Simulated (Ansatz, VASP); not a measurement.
## Cs3Y2I9: VASP beside Ansatz

File INCAR:

```
SYSTEM = Cs3Y2I9
ALGO = Normal
EDIFF = 1E-8
ENCUT = 400
GGA = PE
GGA_COMPAT = .False.
ISIF = 2
ISMEAR = -1
KPAR = 4
LASPH = .True.
LCHARG = .False.
LEFG = .True.
LREAL = .False.
LWAVE = .False.
NBANDS = 132
NELM = 120
PREC = Accurate
SIGMA = 0.02
```

File KPOINTS:

```
k-points
0
Gamma
  4 4 2
  0 0 0
```

Contents of POSCAR:

```
Cs3Y2I9
1.0
    8.2923914787      0.0000000000      0.0000000000
   -4.1461957394      7.1814216787      0.0000000000
    0.0000000000      0.0000000000     20.9923971767
Cs Y I
6 4 18
Direct
    0.0000000000      0.0000000000      0.2500000000
    0.0000000000      0.0000000000      0.7500000000
    0.3333333333      0.6666666667      0.0682904749
    0.6666666667      0.3333333333      0.5682904749
    0.3333333333      0.6666666667      0.4317095251
    0.6666666667      0.3333333333      0.9317095251
    0.6666666667      0.3333333333      0.1555121837
    0.3333333333      0.6666666667      0.6555121837
    0.6666666667      0.3333333333      0.3444878163
    0.3333333333      0.6666666667      0.8444878163
    0.5017320268      0.0034640537      0.2500000000
    0.4982679732      0.5017320268      0.7500000000
    0.9965359463      0.4982679732      0.2500000000
    0.4982679732      0.9965359463      0.7500000000
    0.5017320268      0.4982679732      0.2500000000
    0.0034640537      0.5017320268      0.7500000000
    0.8379378985      0.6758757971      0.0839685303
    0.1620621015      0.8379378985      0.5839685303
    0.3241242029      0.1620621015      0.0839685303
    0.1620621015      0.3241242029      0.5839685303
    0.8379378985      0.1620621015      0.0839685303
    0.6758757971      0.8379378985      0.5839685303
    0.3241242029      0.1620621015      0.4160314697
    0.1620621015      0.8379378985      0.9160314697
    0.8379378985      0.6758757971      0.4160314697
    0.6758757971      0.8379378985      0.9160314697
    0.8379378985      0.1620621015      0.4160314697
    0.1620621015      0.3241242029      0.9160314697
```

Input for Ansatz:

```yaml
crystal:
  lattice:
    - [8.2923914787, 0.0, 0.0]
    - [-4.1461957394, 7.1814216787, 0.0]
    - [0.0, 0.0, 20.9923971767]
  atoms:
    - { symbol: Cs, position: [0.0, 0.0, 0.25] }
    - { symbol: Cs, position: [0.0, 0.0, 0.75] }
    - { symbol: Cs, position: [0.3333333333, 0.6666666667, 0.0682904749] }
    - { symbol: Cs, position: [0.6666666667, 0.3333333333, 0.5682904749] }
    - { symbol: Cs, position: [0.3333333333, 0.6666666667, 0.4317095251] }
    - { symbol: Cs, position: [0.6666666667, 0.3333333333, 0.9317095251] }
    - { symbol: "Y", position: [0.6666666667, 0.3333333333, 0.1555121837] }
    - { symbol: "Y", position: [0.3333333333, 0.6666666667, 0.6555121837] }
    - { symbol: "Y", position: [0.6666666667, 0.3333333333, 0.3444878163] }
    - { symbol: "Y", position: [0.3333333333, 0.6666666667, 0.8444878163] }
    - { symbol: I, position: [0.5017320268, 0.0034640537, 0.25] }
    - { symbol: I, position: [0.4982679732, 0.5017320268, 0.75] }
    - { symbol: I, position: [0.9965359463, 0.4982679732, 0.25] }
    - { symbol: I, position: [0.4982679732, 0.9965359463, 0.75] }
    - { symbol: I, position: [0.5017320268, 0.4982679732, 0.25] }
    - { symbol: I, position: [0.0034640537, 0.5017320268, 0.75] }
    - { symbol: I, position: [0.8379378985, 0.6758757971, 0.0839685303] }
    - { symbol: I, position: [0.1620621015, 0.8379378985, 0.5839685303] }
    - { symbol: I, position: [0.3241242029, 0.1620621015, 0.0839685303] }
    - { symbol: I, position: [0.1620621015, 0.3241242029, 0.5839685303] }
    - { symbol: I, position: [0.8379378985, 0.1620621015, 0.0839685303] }
    - { symbol: I, position: [0.6758757971, 0.8379378985, 0.5839685303] }
    - { symbol: I, position: [0.3241242029, 0.1620621015, 0.4160314697] }
    - { symbol: I, position: [0.1620621015, 0.8379378985, 0.9160314697] }
    - { symbol: I, position: [0.8379378985, 0.6758757971, 0.4160314697] }
    - { symbol: I, position: [0.6758757971, 0.8379378985, 0.9160314697] }
    - { symbol: I, position: [0.8379378985, 0.1620621015, 0.4160314697] }
    - { symbol: I, position: [0.1620621015, 0.3241242029, 0.9160314697] }
kpoints:
  mp_grid: { grid: [4, 4, 2] }
scf:
  occupations: { method: fermi_dirac, width: 0.02 }
hamiltonian:
  xc: pbe
  pseudopotentials: { kind: paw }
output:
  forces: true
  stress: true
  populations: true
  efg:
    quadrupole_moments_barn: { Cs: -0.00343, I: -0.68822 }
    contact_densities: true
  write_density: true
  write_potential: true
  elf: true
  volumetric_format: npy
```

Change from the starting cell: volume scaled by 0.96.

Alike in both runs: task electric field gradients; functional PBE; k mesh 4 × 4 × 2; occupations fermi-dirac, width 0.02 eV; no spin polarisation.

```csv
,VASP,Ansatz
version,VASP 6.6.1,Ansatz 0.2.0
potentials or method,"VASP PAW PBE potentials, release 64 (Cs_sv, Y_sv, I)","plane-wave PAW, scalar-relativistic"
plane-wave cutoff (eV),400,420
valence electrons in the cell,224,404
```

Ansatz gave:

| Item | Value |
| --- | --- |
| gap on the k mesh at the Fermi level (eV) | 2.53 |
| pressure (GPa) | 1.7 |
| rms of the force components (eV/Å) | 0.119 |
| size of Vzz on the site where it differs most (V/Å²) | 136.2 |

Task: Which values does VASP return?

Result: gap on the k mesh at the Fermi level (eV): 2.52; pressure (GPa): 1.7; rms of the force components (eV/Å): 0.118; size of Vzz on the site where it differs most (V/Å²): 131.4.

Atom by atom the forces differ by 0.001 eV/Å (rms over components). With one functional, cell and mesh, what is left measures potentials, basis and numerics. VASP's potentials hold 224 valence electrons a cell and Ansatz's 404, so a difference there can come from the potentials and not from the codes.

Neither program's run includes spin-orbit coupling.
